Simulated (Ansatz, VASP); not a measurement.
Two plane-wave programs on Si

```
Si
1.0
     3.84242    0.00000    0.00000
     0.00000    5.43400    0.00000
     0.00000    0.00000   17.92120
Si
4
Direct
  0.00000 0.36708 0.45153
  0.50000 0.13292 0.45153
  0.50000 0.86708 0.54847
  0.00000 0.63292 0.54847
```

Alike in both runs: functional PBEsol; k mesh 7 × 5 × 1; occupations fermi-dirac, width 0.02 eV; no spin polarisation.

Ansatz relaxed the structure, and its values are those at the end. VASP's run is a single point on that final structure, the one shown.

```csv
,VASP,Ansatz
version,VASP 6.6.1,Ansatz 0.2.0
potentials or method,"VASP PAW PBE potentials, release 64 (Si)","PAW with Ansatz's default frozen-core files, scalar-relativistic"
plane-wave cutoff (eV),520,420
valence electrons in the cell,16,16
```

|  | VASP | Ansatz | Ansatz less VASP |
| --- | --- | --- | --- |
| rms of the force components (eV/Å) | 0.008 | 0.002 | -0.0063 |

VASP's potentials were made for PBE, not for PBEsol. Ansatz's warnings: stress scf threshold loose.
